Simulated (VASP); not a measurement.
Input of a VASP 6.6.1 run:

File INCAR:

```
PREC = Accurate
ENCUT = 520
EDIFF = 1E-6
ISMEAR = -1
SIGMA = 0.05
LREAL = False
LASPH = True
NELM = 80
ALGO = Normal
ISIF = 2
LWAVE = False
LCHARG = False
GGA = PS
NBANDS = 10
```

Contents of KPOINTS:

```
regular mesh
0
Gamma
  9 9 7
```

POSCAR

```
MgSi
1.0
    2.8490223611      0.0000000000      0.0000000000
    0.0000000000      2.8490223611      0.0000000000
    0.0000000000      0.0000000000      4.0196600873
Si Mg
1 1
Direct
    0.5000000000      0.5000000000      0.5000000000
    0.0000000000      0.0000000000      0.0000000000
```

Potentials or basis: VASP PAW PBE potentials, release 64 (Si, Mg).

Command:

```console
$ cat potpaw_PBE.64/Si/POTCAR potpaw_PBE.64/Mg/POTCAR > POTCAR
$ mpirun -np 1 vasp_std > vasp.out
```

Question: Predict the pressure.

Answer: 2.7 GPa.

Question: What does it give for the band gap on the k mesh?

Answer: Zero (band 3 reaches 11.77 eV, above the bottom of band 4 at 5.49 eV).

Stress tensor (GPa, compression positive):
```
 4.70  0.00  0.00
 0.00  4.70  0.00
 0.00  0.00 -1.33
```

Caveat: the PAW data sets were made with another functional, which shifts forces and pressure a little.
